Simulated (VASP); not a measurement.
Write the native input for VASP 6.6.1 that does the following.

| Property | Result |
| --- | --- |
| Task | single point |
| Functional | PBEsol |
| Potentials or basis | VASP PAW PBE potentials, release 64 (Cd) |
| Cutoff | 520 eV |
| k mesh | 5 × 5 × 5 |
| Occupations | gaussian, width 0.05 eV |
| Spin | no spin polarisation |
| Dipole correction | no |
| Further INCAR settings | ALGO = Normal; EDIFF = 1e-07; NBANDS = 32 |

The structure of Cd lies in POSCAR:

```
Cd
1.0
    4.3795903043      0.0000000000      0.0000000000
    0.0000000000      4.3795903043      0.0000000000
    0.0000000000      0.0000000000      4.3795903043
Cd
4
Direct
    0.0000000000      0.0000000000      0.0000000000
    0.0000000000      0.5000000000      0.5000000000
    0.5000000000      0.0000000000      0.5000000000
    0.5000000000      0.5000000000      0.0000000000
```

This isn't the form of Cd at room conditions, which is hcp.

The input as run:

INCAR

```
SYSTEM = Cd
PREC     = Accurate       ! precision mode
ENCUT    = 520            ! plane-wave cutoff, eV
EDIFF    = 1E-7           ! SCF threshold, eV
ISMEAR   = 0              ! smearing method
SIGMA    = 0.05           ! smearing width, eV
LREAL    = .FALSE.        ! projectors in reciprocal space
LASPH    = .TRUE.         ! aspherical terms in the spheres
NELM     = 60             ! most SCF steps
ALGO     = Normal         ! electronic algorithm
ISIF     = 2              ! what is computed and relaxed
LWAVE    = .FALSE.        ! write WAVECAR
LCHARG   = .FALSE.        ! write CHGCAR
GGA      = PS             ! functional
NBANDS   = 32             ! bands
```

KPOINTS

```
Automatic mesh
0
G
  5 5 5
  0 0 0
```

Potentials or basis: VASP PAW PBE potentials, release 64 (Cd).

Run with:

```bash
$ cat potpaw_PBE.64/Cd/POTCAR > POTCAR
$ mpirun -np 1 vasp_std > vasp.out
```

Results of the run:

```yaml
Pressure: 0.3 GPa
Band_gap_on_the_k_mesh: zero (bands 24 and 25 overlap by 1.68 eV)
```

Caveat: the PAW data sets were made with another functional, which shifts forces and pressure a little.

Run time: 17 s on 1 thread of AMD EPYC 9R45 96-Core Processor (Zen 5) (shared host), peak memory 0.17 GiB.
